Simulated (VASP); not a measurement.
# Bi (P6_3/mmc) in VASP: a series of runs

Runs on Bi. Level: PBE. Tasks: single point.

Program: VASP 6.6.1. These are calculated values, not measurements. Logs are shortened: lines on timing, memory, paths and dates and some standing lists are left out, and cuts for length are marked.

### Step 1. The cell of the first run

It takes space group P6_3/mmc (No. 194, hexagonal). The conventional cell has a = 3.474 Å, b = 3.474 Å, c = 5.498 Å, α = 90.00°, β = 90.00°, γ = 120.00°. Bi (site symmetry -6m2) has 12 Bi at 3.40 to 3.47 Å within 4.5 Å.

### Step 2. Single point, PBE

INCAR

```
SYSTEM = Bi
PREC = Accurate ; ENCUT = 520
EDIFF = 1E-7 ; ISMEAR = -1
SIGMA = 0.08 ; LREAL = .FALSE.
LASPH = .TRUE. ; NELM = 100
ALGO = Normal ; ISIF = 2
LWAVE = .FALSE. ; LCHARG = .TRUE.
GGA = PE ; LELF = .TRUE.
LVHAR = .TRUE. ; NBANDS = 22
```

KPOINTS

```
regular mesh
0
G
  13 13 7
  0 0 0
```

POSCAR

```
Bi
1.0
    3.4738571903      0.0000000000      0.0000000000
   -1.7369285952      3.0084485759      0.0000000000
    0.0000000000      0.0000000000      5.4982449800
Bi
2
Direct
    0.3333333333      0.6666666667      0.2500000000
    0.6666666667      0.3333333333      0.7500000000
```

Potentials or basis: VASP PAW PBE potentials, release 64 (Bi_d).

Run with:

```sh
cat potpaw_PBE.64/Bi_d/POTCAR > POTCAR
mpirun -np 1 vasp_std > vasp.out
```

OUTCAR:

```text
SYSTEM = Bi
   PREC = Accurate
   ENCUT = 520
   EDIFF = 1E-7
   ISMEAR = -1
   LREAL = .FALSE.
   LASPH = .TRUE.
   NELM = 100
   ISIF = 2
   GGA = PE

 ion  position               nearest neighbor table
   1  0.333  0.667  0.250-   2 3.40   2 3.40   2 3.40   2 3.40   2 3.40   2 3.40
   2  0.667  0.333  0.750-   1 3.40   1 3.40   1 3.40   1 3.40   1 3.40   1 3.40

  LATTYP: Found a hexagonal cell.
 ALAT       =     3.4738571903
 C/A-ratio  =     1.5827492838

  Lattice vectors:

 A1 = (   3.4738571903,   0.0000000000,   0.0000000000)
 A2 = (  -1.7369285952,   3.0084485759,   0.0000000000)
 A3 = (   0.0000000000,   0.0000000000,   5.4982449800)

Analysis of symmetry for initial positions (statically):
=====================================================================
 Subroutine PRICEL returns:
 Original cell was already a primitive cell.

 Routine SETGRP: Setting up the symmetry group for a
 hexagonal supercell.

 Subroutine GETGRP returns: Found 24 space group operations
 (whereof 12 operations were pure point group operations)
 out of a pool of 24 trial point group operations.

The static configuration has the point symmetry D_3d.
 The point group associated with its full space group is D_6h.

Analysis of symmetry for dynamics (positions and initial velocities):
=====================================================================
 Subroutine PRICEL returns:
 Original cell was already a primitive cell.

 Routine SETGRP: Setting up the symmetry group for a
 hexagonal supercell.

 Subroutine GETGRP returns: Found 24 space group operations
 (whereof 12 operations were pure point group operations)
 out of a pool of 24 trial point group operations.

The dynamic configuration has the point symmetry D_3d.
 The point group associated with its full space group is D_6h.

 Subroutine INISYM returns: Found 24 space group operations
 (whereof 12 operations are pure point group operations),
 and found     1 'primitive' translations

----------------------------------------------------------------------------------------

                                     Primitive cell

  volume of cell :      57.4617

  direct lattice vectors                    reciprocal lattice vectors
     3.473857190  0.000000000  0.000000000     0.287864453  0.166198619  0.000000000
    -1.736928595  3.008448576  0.000000000     0.000000000  0.332397239  0.000000000
     0.000000000  0.000000000  5.498244980     0.000000000  0.000000000  0.181876218

[... 73 lines left out ...]
 SYSTEM =  Bi
   PREC   = accura    normal or accurate (medium, high low for compatibility)
   ISTART =      0    job   : 0-new  1-cont  2-samecut
   ICHARG =      2    charge: 1-file 2-atom 10-const
   ISPIN  =      1    spin polarized calculation?
   LNONCOLLINEAR =      F non collinear calculations
   LSORBIT =      F    spin-orbit coupling
   LASPH  =      T    aspherical Exc in radial PAW
   ENCUT  =  520.0 eV  38.22 Ry    6.18 a.u.   6.46  6.46 10.22*2*pi/ulx,y,z
   NELM   =    100;   NELMIN=  2; NELMDL= -5     # of ELM steps
   EDIFF  = 0.1E-06   stopping-criterion for ELM
   LREAL  =      F    real-space projection
   EDIFFG = 0.1E-05   stopping-criterion for IOM
   NSW    =      0    number of steps for IOM
   IBRION =     -1    ionic relax: 0-MD 1-quasi-New 2-CG
   NFREE  =      0    steps in history (QN), initial steepest desc. (CG)
   ISIF   =      2    stress and relaxation
   ISYM   =      2    0-nonsym 1-usesym 2-fastsym
   POTIM  = 0.5000    time-step for ionic-motion
   TEBEG  =    0.0;   TEEND  =   0.0 temperature during run
   PSTRESS=    0.0 pullay stress
   NELECT =      30.0000    total number of electrons
   NUPDOWN=      -1.0000    fix difference up-down
   EMIN   =  10.00;   EMAX   =-10.00  energy-range for DOS
   EFERMI =   0.00;   METHOD = LEGACY
   ISMEAR =    -1;   SIGMA  =   0.08  broadening in eV -4-tet -1-fermi 0-gaus
   EFERMI_NEDOS =   21; number of points for ismear=-14 and -15
   IALGO  =     38    algorithm
   IMIX   =      4    mixing-type and parameters
     AMIX     =   0.40;   BMIX     =  1.00
     AMIX_MAG =   1.60;   BMIX_MAG =  1.00
  volume/ion in A,a.u.               =      28.73       193.89
  Fermi-wavevector in a.u.,A,eV,Ry     =   1.318223  2.491081 23.643022  1.737713
  Thomas-Fermi vector in A             =   2.448209
   LORBIT       =      0    0 simple, 1 ext, 2 COOP (PROOUT), +10 PAW based schemes
   GGA     = PE    functional components
   LHFCALC =     F    Hartree Fock is set to
   AEXX    =    0.0000 exact exchange contribution
   IVDW    =     0    specifies the selected vdW correction
   LEPSILON=     F    determine dielectric tensor
   LRPA    =     F    only Hartree local field effects (RPA)
 non-spin polarized calculation
  energy-cutoff  :      520.00
  volume of cell :       57.46
 maximum number of plane-waves:      1574
 NGX is ok and might be reduce to    28
   NGX = 13   NGY = 13   NGZ = 21

 number of electron      29.9999991 magnetization

 Free energy of the ion-electron system (eV)
  ---------------------------------------------------
  ext. energy  EPLUGINS =         0.00000000
  ---------------------------------------------------
  free energy    TOTEN  =        -7.39144332 eV

  energy without entropy =       -7.36644812  energy(sigma->0) =       -7.37894572

 E-fermi :   9.0766     XC(G=0): -10.6808

 val. band max:        9.0148667766   @ k =   0.3846   0.2308   0.0000
 cond. band min:       9.0828865177   @ k =   0.1538   0.0000   0.4286
 fundamental gap:      0.0680197411
 Fermi energy:         9.0765985271

 k-point     1 :       0.0000    0.0000    0.0000
  band No.  band energies     occupation
      1     -14.1282      2.00000
      2     -14.1211      2.00000
      3     -14.0980      2.00000
      4     -14.0980      2.00000
      5     -14.0846      2.00000
      6     -14.0846      2.00000
[... 589 lines left out ...]
     21      18.1167      0.00000
     22      18.9330      0.00000

 [... further k-points ...]
[... 5 lines left out ...]
  --------------------------------------------------------------------------------------
  -------------------------------------------------------------------------------------
  Total        2.2317971      2.2317971      2.2445922     -0.0000000     -0.0000000      0.0000000
  in kB       62.2281166     62.2281166     62.5848757     -0.0000000     -0.0000000      0.0000000
  external PRESSURE =      62.3470363 kB  Pullay stress =       0.0000000 kB

 VOLUME and BASIS-vectors are now :
 -----------------------------------------------------------------------------
  energy-cutoff  :      520.00
  volume of cell :       57.46
      direct lattice vectors                 reciprocal lattice vectors
     3.473857190  0.000000000  0.000000000     0.287864453  0.166198619  0.000000000
    -1.736928595  3.008448576  0.000000000     0.000000000  0.332397239  0.000000000
     0.000000000  0.000000000  5.498244980     0.000000000  0.000000000  0.181876218

 POSITION                                       TOTAL-FORCE (eV/Angst)
 -----------------------------------------------------------------------------------
     -0.00000      2.00563      1.37456         0.000000      0.000000      0.000000
      1.73693      1.00282      4.12368        -0.000000      0.000000      0.000000
 -----------------------------------------------------------------------------------
    total drift:                                0.000000     -0.000000      0.000000

  FREE ENERGIE OF THE ION-ELECTRON SYSTEM (eV)
  ---------------------------------------------------
  free  energy   TOTEN  =        -7.3914433154 eV

  energy  without entropy=       -7.3664481152  energy(sigma->0) =       -7.37894572
```

Run time: 82 s. Hardware: 1 thread of AMD EPYC 9R14 (Zen 4), shared host; peak memory 0.19 GiB.

What came out:

* Free energy: -7.3914 eV
* Pressure: 6.2 GPa
* Band gap on the k mesh: zero (band 15 reaches 13.06 eV, above the bottom of band 16 at 6.53 eV)

Caveat: spin-orbit coupling is left out, which moves the levels of the heavy elements.

### Step 3. Single point, PBE

INCAR

```
ALGO = Normal
EDIFF = 1E-6
ENCUT = 520
GGA = PE
ISIF = 2
ISMEAR = -1
LASPH = T
LCHARG = F
LREAL = F
LWAVE = F
NBANDS = 22
NELM = 100
PREC = Accurate
SIGMA = 0.08
```

KPOINTS

```
k-points
0
Gamma
  13 13 7
```

POSCAR

```
Bi
1.0
    3.4743500801      0.0000000000      0.0000000000
   -1.7371750401      3.0088754310      0.0000000000
    0.0000000000      0.0000000000      5.4999626564
Bi
2
Direct
    0.3333333333      0.6666666667      0.2500000000
    0.6666666667      0.3333333333      0.7500000000
```

Potentials or basis: VASP PAW PBE potentials, release 64 (Bi_d).

Run with:

```sh
cat potpaw_PBE.64/Bi_d/POTCAR > POTCAR
mpirun -np 1 vasp_std > vasp.out
```

It took 72 s on 1 thread of AMD EPYC 9R14 (Zen 4), shared host; peak memory 0.19 GiB.

It converged, with:

* Free energy: -7.3928 eV
* Pressure: 6.2 GPa
* Band gap on the k mesh: zero (band 15 reaches 13.05 eV, above the bottom of band 16 at 6.52 eV)

Levels at points of the mesh, in eV from the Fermi level:
```csv
k point,band 13,band 14,band 15,band 16,band 17,band 18
"(0.00, 0.00, 0.00)",-5.77,3.31,3.31,5.17,5.17,6.04
```

Caveat: spin-orbit coupling is left out, which moves the levels of the heavy elements.
